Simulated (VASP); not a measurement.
# NaH (F-43m) in VASP: notebook

The runs below take NaH through single point, with PBE.

Program: VASP 6.6.1. These are calculated values, not measurements. Logs are shortened: lines on timing, memory, paths and dates and some standing lists are left out, and cuts for length are marked.

### 1 The cell of the first run

It takes space group F-43m (No. 216, cubic). The conventional cell has a = 5.194 Å, b = 5.194 Å, c = 5.194 Å, α = 90.00°, β = 90.00°, γ = 90.00°. Within 3.0 Å of Na (site symmetry -43m) lie 4 H at 2.25 Å. Within 3.0 Å of H (site symmetry -43m) lie 4 Na at 2.25 Å.

### 2 Single point, PBE

Input file INCAR:

```
SYSTEM = NaH
ALGO = Normal ; EDIFF = 1E-6
ENCUT = 520 ; GGA = PE
ISIF = 2 ; ISMEAR = 0
LASPH = .TRUE. ; LCHARG = .FALSE.
LREAL = .FALSE. ; LWAVE = .FALSE.
NBANDS = 11 ; NELM = 100
PREC = Accurate ; SIGMA = 0.01
```

Input file KPOINTS:

```
k-points
0
G
  4 4 4
  0 0 0
```

Input file POSCAR:

```
NaH
1.0
    0.0000000000      2.5969210594      2.5969210594
    2.5969210594      0.0000000000      2.5969210594
    2.5969210594      2.5969210594      0.0000000000
Na H
1 1
Direct
    0.0000000000      0.0000000000      0.0000000000
    0.2500000000      0.2500000000      0.2500000000
```

Potentials or basis: VASP PAW PBE potentials, release 64 (Na_pv, H).

Run with:

```console
$ cat potpaw_PBE.64/Na_pv/POTCAR potpaw_PBE.64/H/POTCAR > POTCAR
$ mpirun -np 1 vasp_std > vasp.out
```

OUTCAR:

```text
SYSTEM = NaH
   EDIFF = 1E-6
   ENCUT = 520
   GGA = PE
   ISIF = 2
   ISMEAR = 0
   LASPH = .TRUE.
   LREAL = .FALSE.
   NELM = 100
   PREC = Accurate

 ion  position               nearest neighbor table
   1  0.000  0.000  0.000-
   2  0.250  0.250  0.250-

  LATTYP: Found a face centered cubic cell.
 ALAT       =     5.1938421188

  Lattice vectors:

 A1 = (   0.0000000000,   2.5969210594,   2.5969210594)
 A2 = (   2.5969210594,   0.0000000000,   2.5969210594)
 A3 = (   2.5969210594,   2.5969210594,   0.0000000000)

Analysis of symmetry for initial positions (statically):
=====================================================================
 Subroutine PRICEL returns:
 Original cell was already a primitive cell.

 Routine SETGRP: Setting up the symmetry group for a
 face centered cubic supercell.

 Subroutine GETGRP returns: Found 24 space group operations
 (whereof 24 operations were pure point group operations)
 out of a pool of 48 trial point group operations.

The static configuration has the point symmetry T_d .

Analysis of symmetry for dynamics (positions and initial velocities):
=====================================================================
 Subroutine PRICEL returns:
 Original cell was already a primitive cell.

 Routine SETGRP: Setting up the symmetry group for a
 face centered cubic supercell.

 Subroutine GETGRP returns: Found 24 space group operations
 (whereof 24 operations were pure point group operations)
 out of a pool of 48 trial point group operations.

The dynamic configuration has the point symmetry T_d .

 Subroutine INISYM returns: Found 24 space group operations
 (whereof 24 operations are pure point group operations),
 and found     1 'primitive' translations

----------------------------------------------------------------------------------------

                                     Primitive cell

  volume of cell :      35.0273

  direct lattice vectors                    reciprocal lattice vectors
     0.000000000  2.596921059  2.596921059    -0.192535695  0.192535695  0.192535695
     2.596921059  0.000000000  2.596921059     0.192535695 -0.192535695  0.192535695
     2.596921059  2.596921059  0.000000000     0.192535695  0.192535695 -0.192535695

  length of vectors
     3.672600983  3.672600983  3.672600983     0.333481605  0.333481605  0.333481605

  position of ions in fractional coordinates (direct lattice)
     0.000000000  0.000000000  0.000000000
     0.250000000  0.250000000  0.250000000

  ion indices of the primitive-cell ions
   primitive index   ion index
                 1           1
                 2           2

----------------------------------------------------------------------------------------

 KPOINTS: k-points

Automatic generation of k-mesh.
 Grid dimensions read from file:
 generate k-points for:    4    4    4

 Generating k-lattice:

  Cartesian coordinates                     Fractional coordinates (reciprocal lattice)
    -0.048133924  0.048133924  0.048133924     0.250000000  0.000000000  0.000000000
     0.048133924 -0.048133924  0.048133924     0.000000000  0.250000000  0.000000000
     0.048133924  0.048133924 -0.048133924     0.000000000  0.000000000  0.250000000

  Length of vectors
     0.083370401  0.083370401  0.083370401

  Shift w.r.t. Gamma in fractional coordinates (k-lattice)
     0.000000000  0.000000000  0.000000000

 Subroutine IBZKPT returns following result:
 ===========================================

 Found      8 irreducible k-points:

 Following reciprocal coordinates:
            Coordinates               Weight
  0.000000  0.000000  0.000000      1.000000
  0.250000  0.000000  0.000000      8.000000
  0.500000  0.000000  0.000000      4.000000
  0.250000  0.250000  0.000000      6.000000
  0.500000  0.250000  0.000000     24.000000
 -0.250000  0.250000  0.000000     12.000000
  0.500000  0.500000  0.000000      3.000000
 -0.250000  0.500000  0.250000      6.000000
   k-points           NKPTS =      8   k-points in BZ     NKDIM =      8   number of bands    NBANDS=     11
   number of dos      NEDOS =    301   number of ions     NIONS =      2
   total plane-waves  NPLWV =  21952
   dimension x,y,z NGX =    28 NGY =   28 NGZ =   28
   dimension x,y,z NGXF=    56 NGYF=   56 NGZF=   56
   ions per type =               1   1
   NGX,Y,Z   is equivalent  to a cutoff of  12.67, 12.67, 12.67 a.u.
   NGXF,Y,Z  is equivalent  to a cutoff of  25.35, 25.35, 25.35 a.u.
 SYSTEM =  NaH
   PREC   = accura    normal or accurate (medium, high low for compatibility)
   ISTART =      0    job   : 0-new  1-cont  2-samecut
   ICHARG =      2    charge: 1-file 2-atom 10-const
   ISPIN  =      1    spin polarized calculation?
   LNONCOLLINEAR =      F non collinear calculations
   LSORBIT =      F    spin-orbit coupling
   LASPH  =      T    aspherical Exc in radial PAW
   ENCUT  =  520.0 eV  38.22 Ry    6.18 a.u.   6.83  6.83  6.83*2*pi/ulx,y,z
   NELM   =    100;   NELMIN=  2; NELMDL= -5     # of ELM steps
   EDIFF  = 0.1E-05   stopping-criterion for ELM
   LREAL  =      F    real-space projection
   EDIFFG = 0.1E-04   stopping-criterion for IOM
   NSW    =      0    number of steps for IOM
   IBRION =     -1    ionic relax: 0-MD 1-quasi-New 2-CG
   NFREE  =      0    steps in history (QN), initial steepest desc. (CG)
   ISIF   =      2    stress and relaxation
   ISYM   =      2    0-nonsym 1-usesym 2-fastsym
   POTIM  = 0.5000    time-step for ionic-motion
   TEBEG  =    0.0;   TEEND  =   0.0 temperature during run
   PSTRESS=    0.0 pullay stress
   NELECT =       8.0000    total number of electrons
   NUPDOWN=      -1.0000    fix difference up-down
   EMIN   =  10.00;   EMAX   =-10.00  energy-range for DOS
   EFERMI =   0.00;   METHOD = LEGACY
   ISMEAR =     0;   SIGMA  =   0.01  broadening in eV -4-tet -1-fermi 0-gaus
   EFERMI_NEDOS =   21; number of points for ismear=-14 and -15
   IALGO  =     38    algorithm
   IMIX   =      4    mixing-type and parameters
     AMIX     =   0.40;   BMIX     =  1.00
     AMIX_MAG =   1.60;   BMIX_MAG =  1.00
  volume/ion in A,a.u.               =      17.51       118.19
  Fermi-wavevector in a.u.,A,eV,Ry     =   1.000697  1.891044 13.624808  1.001395
  Thomas-Fermi vector in A             =   2.133071
   LORBIT       =      0    0 simple, 1 ext, 2 COOP (PROOUT), +10 PAW based schemes
   GGA     = PE    functional components
   LHFCALC =     F    Hartree Fock is set to
   AEXX    =    0.0000 exact exchange contribution
   IVDW    =     0    specifies the selected vdW correction
   LEPSILON=     F    determine dielectric tensor
   LRPA    =     F    only Hartree local field effects (RPA)
 non-spin polarized calculation
 Gauss-broadening in eV      SIGMA  =   0.01
  energy-cutoff  :      520.00
  volume of cell :       35.03
 maximum number of plane-waves:       960
   NGX = 13   NGY = 13   NGZ = 13

 number of electron       8.0000009 magnetization

 Free energy of the ion-electron system (eV)
  ---------------------------------------------------
  ext. energy  EPLUGINS =         0.00000000
  ---------------------------------------------------
  free energy    TOTEN  =        -4.98963977 eV

  energy without entropy =       -4.98963977  energy(sigma->0) =       -4.98963977

 E-fermi :  -1.7983     XC(G=0):  -6.8761

 val. band max:       -1.8886162192   @ k =  -0.2500   0.5000   0.2500
 cond. band min:       1.7224024654   @ k =   0.5000   0.0000   0.0000
 fundamental gap:      3.6110186846
 Fermi energy:        -1.7982874341

 k-point     1 :       0.0000    0.0000    0.0000
  band No.  band energies     occupation
      1     -23.8799      2.00000
      2     -23.8799      2.00000
      3     -23.8799      2.00000
      4      -4.7279      2.00000
      5       6.3306      0.00000
      6      11.4486      0.00000
      7      11.4486      0.00000
      8      11.4486      0.00000
      9      14.1200      0.00000
     10      14.1200      0.00000
     11      14.1200      0.00000

 k-point     2 :       0.2500    0.0000    0.0000
  band No.  band energies     occupation
      1     -23.9038      2.00000
      2     -23.8831      2.00000
      3     -23.8830      2.00000
      4      -3.8989      2.00000
      5       4.1041      0.00000
      6       9.5951      0.00000
      7      10.8486      0.00000
      8      10.8486      0.00000
      9      13.8173      0.00000
     10      13.8174      0.00000
     11      14.9280      0.00000

 k-point     3 :       0.5000    0.0000    0.0000
  band No.  band energies     occupation
      1     -23.9274      2.00000
      2     -23.8862      2.00000
      3     -23.8862      2.00000
      4      -2.5947      2.00000
      5       1.7224      0.00000
      6       8.7841      0.00000
      7      10.7084      0.00000
      8      10.7084      0.00000
      9      12.3070      0.00000
     10      12.3070      0.00000
     11      13.7983      0.00000

 k-point     4 :       0.2500    0.2500    0.0000
  band No.  band energies     occupation
      1     -23.9034      2.00000
      2     -23.8881      2.00000
      3     -23.8881      2.00000
      4      -3.6304      2.00000
      5       4.3703      0.00000
      6       8.9762      0.00000
      7       8.9762      0.00000
      8       9.3757      0.00000
      9      11.9834      0.00000
     10      15.2384      0.00000
     11      18.3257      0.00000

 k-point     5 :       0.5000    0.2500    0.0000
  band No.  band energies     occupation
      1     -23.9196      2.00000
      2     -23.8983      2.00000
      3     -23.8913      2.00000
      4      -2.3565      2.00000
      5       2.8033      0.00000
      6       5.8454      0.00000
      7       8.7136      0.00000
      8       8.8207      0.00000
      9      14.2964      0.00000
     10      15.4420      0.00000
     11      16.1844      0.00000

 k-point     6 :      -0.2500    0.2500    0.0000
  band No.  band energies     occupation
      1     -23.9140      2.00000
      2     -23.8993      2.00000
      3     -23.8862      2.00000
      4      -2.7964      2.00000
      5       3.0587      0.00000
      6       5.9728      0.00000
      7      10.0538      0.00000
      8      10.1564      0.00000
      9      13.8350      0.00000
     10      14.4341      0.00000
     11      16.3279      0.00000

 k-point     7 :       0.5000    0.5000    0.0000
  band No.  band energies     occupation
      1     -23.9257      2.00000
      2     -23.8964      2.00000
      3     -23.8964      2.00000
      4      -1.9702      2.00000
      5       3.1480      0.00000
      6       5.5630      0.00000
      7       7.8581      0.00000
      8       7.8581      0.00000
      9      10.4554      0.00000
     10      18.9890      0.00000
     11      21.4967      0.00000

 k-point     8 :      -0.2500    0.5000    0.2500
  band No.  band energies     occupation
      1     -23.9135      2.00000
      2     -23.9086      2.00000
      3     -23.8968      2.00000
      4      -1.8886      2.00000
      5       3.9998      0.00000
      6       4.2058      0.00000
      7       5.4031      0.00000
      8      12.2239      0.00000
      9      13.3704      0.00000
     10      15.2161      0.00000
     11      16.1564      0.00000

------------------------ aborting loop because EDIFF is reached ----------------------------------------

  FORCE on cell =-STRESS in cart. coord.  units (eV):
  Direction    XX          YY          ZZ          XY          YZ          ZX
  --------------------------------------------------------------------------------------
  -------------------------------------------------------------------------------------
  Total        0.0516987      0.0516987      0.0516987      0.0000000      0.0000000     -0.0000000
  in kB        2.3647420      2.3647420      2.3647420      0.0000000      0.0000000     -0.0000000
  external PRESSURE =       2.3647420 kB  Pullay stress =       0.0000000 kB

 VOLUME and BASIS-vectors are now :
 -----------------------------------------------------------------------------
  energy-cutoff  :      520.00
  volume of cell :       35.03
      direct lattice vectors                 reciprocal lattice vectors
     0.000000000  2.596921059  2.596921059    -0.192535695  0.192535695  0.192535695
     2.596921059  0.000000000  2.596921059     0.192535695 -0.192535695  0.192535695
     2.596921059  2.596921059  0.000000000     0.192535695  0.192535695 -0.192535695

 POSITION                                       TOTAL-FORCE (eV/Angst)
 -----------------------------------------------------------------------------------
      0.00000      0.00000      0.00000        -0.000000     -0.000000     -0.000000
      1.29846      1.29846      1.29846         0.000000      0.000000      0.000000
 -----------------------------------------------------------------------------------
    total drift:                                0.000001      0.000001      0.000001

  FREE ENERGIE OF THE ION-ELECTRON SYSTEM (eV)
  ---------------------------------------------------
  free  energy   TOTEN  =        -4.9896397667 eV

  energy  without entropy=       -4.9896397667  energy(sigma->0) =       -4.98963977
```

Run time: 2.6 s. Hardware: 1 thread of AMD EPYC 9R45 (Zen 5), shared host; peak memory 0.11 GiB.

What came out:

| Quantity | Value |
| --- | --- |
| Free energy | -4.9896 eV |
| Pressure | 0.2 GPa |
| Band gap on the k mesh | 3.61 eV, indirect (least direct gap 4.32 eV) |

Levels at points of the mesh, in eV from the valence-band top:
```
           k point  band 2  band 3  band 4  band 5  band 6  band 7
(0.00, 0.00, 0.00)  -21.99  -21.99   -2.84    8.22   13.34   13.34
(0.50, 0.00, 0.00)  -22.00  -22.00   -0.71    3.61   10.67   12.60
(0.50, 0.50, 0.00)  -22.01  -22.01   -0.08    5.04    7.45    9.75
```

Caveat: the k points lie up to 0.52 Å⁻¹ apart.

[end of part 1 of 2]
